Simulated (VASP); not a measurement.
**OF3: single point with PBE+D3(BJ)**

Crystal: OF3.

```
O F
1.0
     4.43586    0.00000    0.00000
     0.00000    4.43586    0.00000
     0.00000    0.00000    4.43586
O F
2 6
Direct
  0.00000 0.00000 0.00000
  0.50000 0.50000 0.50000
  0.25000 0.00000 0.50000
  0.50000 0.75000 0.00000
  0.75000 0.00000 0.50000
  0.50000 0.25000 0.00000
  0.00000 0.50000 0.75000
  0.00000 0.50000 0.25000
```

The cell was generated, and may not be a known phase.

* Program: VASP 6.6.1
* Task: single point
* Functional: PBE
* Dispersion: D3(BJ)
* Potentials or basis: VASP PAW PBE potentials, release 64 (O, F)
* Cutoff: 520 eV
* k mesh: 8 × 8 × 8
* Occupations: gaussian, width 0.1 eV
* Spin: collinear spin, ferromagnetic start
* Starting moments: [2.47, 2.47, 0.98, 0.98, 0.98, 0.98, 0.98, 0.98] μB
* Dipole correction: no
* Further INCAR settings: ALGO = Normal; EDIFF = 1e-06; NBANDS = 41

The pressure is -0.6 GPa, the band gap on the k mesh is zero (filled and empty bands overlap) and the net moment is 10.00 μB per cell. The site moments are O +1.96; F +0.83 μB. The valence electrons inside the program's atomic spheres are O 4.42; F 5.81 and the dispersion energy per atom is -0.067 eV.

Levels at points of the mesh, in eV from the Fermi level:
Spin up:
```
           k point  band 28  band 29  band 30  band 31  band 32  band 33  band 34  band 35  band 36  band 37
(0.00, 0.00, 0.00)    -1.15    -1.15    -0.65    -0.65    -0.65    12.33    18.56    18.56    18.75    18.75
(0.50, 0.00, 0.00)    -1.24    -1.09    -1.09    -0.69    -0.69    14.56    14.56    18.40    18.40    19.18
(0.50, 0.50, 0.00)    -1.33    -1.21    -1.20    -1.20    -0.73    15.81    16.18    16.22    16.22    17.90
(0.50, 0.50, 0.50)    -1.65    -1.55    -1.55    -1.55    -1.55    16.91    16.91    16.91    16.91    16.91
```
Spin down:
| k point | band 18 | band 19 | band 20 | band 21 | band 22 | band 23 | band 24 | band 25 | band 26 | band 27 |
| --- | --- | --- | --- | --- | --- | --- | --- | --- | --- | --- |
| (0.00, 0.00, 0.00) | -0.67 | -0.67 | -0.67 | -0.04 | -0.04 | -0.04 | 1.38 | 1.38 | 1.38 | 1.64 |
| (0.50, 0.00, 0.00) | -0.44 | -0.41 | -0.41 | -0.36 | -0.36 | 0.06 | 0.06 | 1.08 | 1.08 | 1.52 |
| (0.50, 0.50, 0.00) | -0.73 | -0.73 | -0.21 | 0.02 | 0.02 | 0.08 | 0.08 | 0.18 | 0.97 | 1.26 |
| (0.50, 0.50, 0.50) | -0.20 | -0.20 | -0.20 | -0.07 | -0.07 | -0.07 | -0.07 | -0.07 | -0.07 | 1.41 |

Run time: 2.4 min on 1 thread of Intel(R) Xeon(R) Platinum 8488C (Sapphire Rapids) (shared host), peak memory 0.34 GiB.

Caveat: the nearest neighbours stand farther apart than a usual bond.
